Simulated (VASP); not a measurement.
A run of VASP 6.6.1 is set up as follows.

File POSCAR:

```
HfO2
1.0
    4.5563927866      0.0000000000      0.0000000000
    0.0000000000      4.5563927866      0.0000000000
    0.0000000000      0.0000000000      3.0839963324
Hf O
2 4
Direct
    0.0000000000      0.0000000000      0.0000000000
    0.5000000000      0.5000000000      0.5000000000
    0.1955191132      0.8044808868      0.5000000000
    0.3044808868      0.3044808868      0.0000000000
    0.6955191132      0.6955191132      0.0000000000
    0.8044808868      0.1955191132      0.5000000000
```

The input INCAR.step1:

```
SYSTEM = HfO2
PREC     = Accurate       ! precision mode
ENCUT    = 600            ! plane-wave cutoff, eV
ISMEAR   = 0              ! smearing method
SIGMA    = 0.02           ! smearing width, eV
LREAL    = .FALSE.        ! projectors in reciprocal space
LASPH    = .TRUE.         ! aspherical terms in the spheres
NELM     = 100            ! most SCF steps
GGA      = PE             ! functional
ALGO     = Normal         ! electronic algorithm
EDIFF    = 1E-4           ! SCF threshold, eV
LWAVE    = .TRUE.         ! write WAVECAR
LCHARG   = .FALSE.        ! write CHGCAR
```

The input INCAR.step2:

```
SYSTEM = HfO2
PREC     = Accurate       ! precision mode
ENCUT    = 600            ! plane-wave cutoff, eV
EDIFF    = 1E-7           ! SCF threshold, eV
ISMEAR   = 0              ! smearing method
SIGMA    = 0.02           ! smearing width, eV
LREAL    = .FALSE.        ! projectors in reciprocal space
LASPH    = .TRUE.         ! aspherical terms in the spheres
NELM     = 100            ! most SCF steps
ALGO     = Normal         ! electronic algorithm
ISIF     = 3              ! what is computed and relaxed
LWAVE    = .FALSE.        ! write WAVECAR
LCHARG   = .FALSE.        ! write CHGCAR
METAGGA  = R2SCAN         ! meta-GGA
LMIXTAU  = .TRUE.       
IBRION   = 2              ! ionic algorithm
NSW      = 70             ! ionic steps
EDIFFG   = -0.008         ! ionic threshold
PSTRESS  = 500.0        
ISTART   = 1
```

KPOINTS

```
Automatic mesh
0
G
  6 6 8
  0 0 0
```

Potentials or basis: VASP PAW PBE potentials, release 64 (Hf_pv, O).

Launch:

```sh
$ cat potpaw_PBE.64/Hf_pv/POTCAR potpaw_PBE.64/O/POTCAR > POTCAR
$ cp INCAR.step1 INCAR
$ mpirun -np 1 vasp_std > vasp.out
$ cp INCAR.step2 INCAR
$ mpirun -np 1 vasp_std > vasp.out
```

(1) Predict the relaxed cell.

(2) What does it give for the band gap on the k mesh?

(3) Predict the relaxed volume.

Results:

(1) a = 4.527 Å, b = 4.527 Å, c = 3.106 Å, α = 90.00°, β = 90.00°, γ = 90.00°.

(2) 5.13 eV.

(3) 10.61 Å³/atom.

Caveat: the cell is relaxed towards a set pressure, so the run minimises the enthalpy, not the energy; the PAW data sets were made with another functional, which shifts forces and pressure a little; spin-orbit coupling is left out, which moves the levels of the heavy elements.
